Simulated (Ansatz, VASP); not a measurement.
Two plane-wave programs on ZnCu

```
Zn Cu
1.0
     2.88488    0.00000    0.00000
     0.00000    2.88488    0.00000
     0.00000    0.00000    2.88488
Zn Cu
1 1
Direct
  0.50000 0.50000 0.50000
  0.00000 0.00000 0.00000
```

Alike in both runs: task single point; functional r2SCAN; k mesh 9 × 9 × 9; occupations fermi-dirac, width 0.05 eV; no spin polarisation.

```csv
,VASP,Ansatz
version,VASP 6.6.1,Ansatz 0.2.0
potentials or method,"VASP PAW PBE potentials, release 64 (Zn, Cu)",Ansatz PAW
plane-wave cutoff (eV),660,500
valence electrons in the cell,23,31
```

|  | VASP | Ansatz | Ansatz less VASP |
| --- | --- | --- | --- |
| gap on the k mesh at the Fermi level (eV) | none | none | - |
| pressure (GPa) | 5.8 | 5.4 | -0.43 |

VASP's potentials were made for PBE, not for r2SCAN. A gap of «none» marks a metal or a gap that the smearing closes. VASP's potentials hold 23 valence electrons a cell and Ansatz's 31, so a difference there can come from the potentials and not from the codes.
